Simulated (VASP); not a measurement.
**TaVN2: single point with r2SCAN**

The system is TaVN2.

```xyz
4
Lattice="3.0900 0.0000 0.0000 0.0000 3.0900 0.0000 0.0000 0.0000 4.3526" Properties=species:S:1:pos:R:3 pbc="T T T"
Ta    0.0000    0.0000    0.0000
V     1.5450    1.5450    2.1763
N     1.5450    1.5450    0.0000
N     0.0000    0.0000    2.1763
```

This cell differs from its parent crystal: volume scaled by 1.04.

| Item | Value |
| --- | --- |
| Program | VASP 6.6.1 |
| Task | single point |
| Functional | r2SCAN |
| Potentials or basis | VASP PAW PBE potentials, release 64 (Ta_pv, V_sv, N) |
| Cutoff | 660 eV |
| k mesh | 9 × 9 × 6 |
| Occupations | fermi-dirac, width 0.05 eV |
| Spin | collinear spin, ferromagnetic start |
| Starting moments | [0.0, 2.0, 0.0, 0.0] μB |

```json
{
 "Pressure": "-8.2 GPa",
 "Net moment": "2.13 μB per cell",
 "Site moments": "Ta -0.11; V +2.02; N +0.02, +0.04 μB",
 "Valence electrons inside the program's atomic spheres": "Ta 8.85; V 11.50; N 3.78, 3.75"
}
```

Stress tensor (GPa, compression positive):
```
 -6.43   0.00   0.00
  0.00  -6.43   0.00
  0.00   0.00 -11.77
```

Levels at points of the mesh, in eV from the Fermi level:
Spin up:
```tsv
k point	band 15	band 16	band 17	band 18	band 19	band 20	band 21	band 22
(0.00, 0.00, 0.00)	-2.84	-2.84	-2.00	-1.98	-1.98	0.22	0.24	1.73
(0.00, 0.00, 0.50)	-4.01	-3.94	-2.99	-0.22	-0.22	0.60	1.28	2.34
```
Spin down:
```tsv
k point	band 14	band 15	band 16	band 17	band 18	band 19
(0.00, 0.00, 0.00)	-2.82	-2.78	-2.78	-0.60	-0.60	0.46
(0.00, 0.00, 0.50)	-4.02	-4.02	-3.93	-0.31	1.22	1.62
```

It took 8.4 min on 1 thread of AMD EPYC 9R45 96-Core Processor (Zen 5), on a shared host, peak memory 0.29 GiB.

Caveat: the PAW data sets were made with another functional, which shifts forces and pressure a little; spin-orbit coupling is left out, which moves the levels of the heavy elements.
